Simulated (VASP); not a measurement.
Input of a VASP 6.6.1 run:

POSCAR

```
SnSe
1.0
    0.0000000000      2.9498000000      3.0100000000
    3.0100000000      0.0000000000      3.0100000000
    3.0100000000      2.9498000000      0.0000000000
Sn Se
1 1
Direct
    0.0000000000      0.0000000000      0.0000000000
    0.5000000000      0.5000000000      0.5000000000
```

File INCAR.step1:

```
ALGO = Normal ; EDIFF = 1E-4
ENCUT = 520 ; GGA = PE
ISMEAR = 0 ; LASPH = T
LCHARG = F ; LREAL = F
LWAVE = T ; NBANDS = 17
NELM = 80 ; PREC = Accurate
SIGMA = 0.05
```

File INCAR.step2:

```
ALGO = Normal ; EDIFF = 1E-7
ENCUT = 520 ; ISIF = 2
ISMEAR = 0 ; ISTART = 1
LASPH = T ; LCHARG = F
LMIXTAU = T ; LREAL = F
LWAVE = F ; METAGGA = R2SCAN
NBANDS = 17 ; NELM = 80
PREC = Accurate ; SIGMA = 0.05
```

KPOINTS

```
k-points
0
Gamma
  10 10 10
```

Potentials or basis: VASP PAW PBE potentials, release 64 (Sn_d, Se).

Run with:

```sh
$ cat potpaw_PBE.64/Sn_d/POTCAR potpaw_PBE.64/Se/POTCAR > POTCAR
$ cp INCAR.step1 INCAR
$ mpirun -np 1 vasp_std > vasp.out
$ cp INCAR.step2 INCAR
$ mpirun -np 1 vasp_std > vasp.out
```

Estimate the band gap on the k mesh.

0.48 eV, indirect (least direct gap 0.56 eV).

Predict the pressure.

1.2 GPa.

Stress tensor (GPa, compression positive):
```
0.21 0.00 0.00
0.00 3.03 0.00
0.00 0.00 0.21
```

Caveat: the cell differs from its parent crystal (strain -0.0200 x Voigt [0, 1, 0, 0, 0, 0]); the PAW data sets were made with another functional, which shifts forces and pressure a little; spin-orbit coupling is left out, which moves the levels of the heavy elements. A k mesh can miss the band edges.
